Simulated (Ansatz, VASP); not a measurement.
Si2Mo in VASP and in Ansatz

```xyz
3
Lattice="-1.5893 1.5893 3.8980 1.5893 -1.5893 3.8980 1.5893 1.5893 -3.8980" Properties=species:S:1:pos:R:3 pbc="T T T"
Si    0.0000    0.0000    2.6087
Si    0.0000    0.0000    5.1874
Mo    0.0000    0.0000    0.0000
```

Alike in both runs: functional PBE; dispersion D3(BJ); k mesh 18 × 18 × 18; occupations gaussian, width 0.1 eV; no spin polarisation.

Ansatz relaxed the structure, and its values are those at the end. VASP's run is a single point on that final structure, the one shown.

|  | VASP | Ansatz |
| --- | --- | --- |
| version | VASP 6.6.1 | Ansatz 0.2.0 |
| potentials or method | VASP PAW PBE potentials, release 64 (Si, Mo_sv), cutoff 520 eV | scalar-relativistic, plane waves, PAW |
| valence electrons in the cell | 22 | 22 |

Ansatz gave:

- gap on the k mesh at the Fermi level (eV): none
- pressure (GPa): 0.0

Estimate VASP's values.

gap on the k mesh at the Fermi level (eV): none; pressure (GPa): 0.2.

A gap of «none» marks a metal or a gap that the smearing closes.
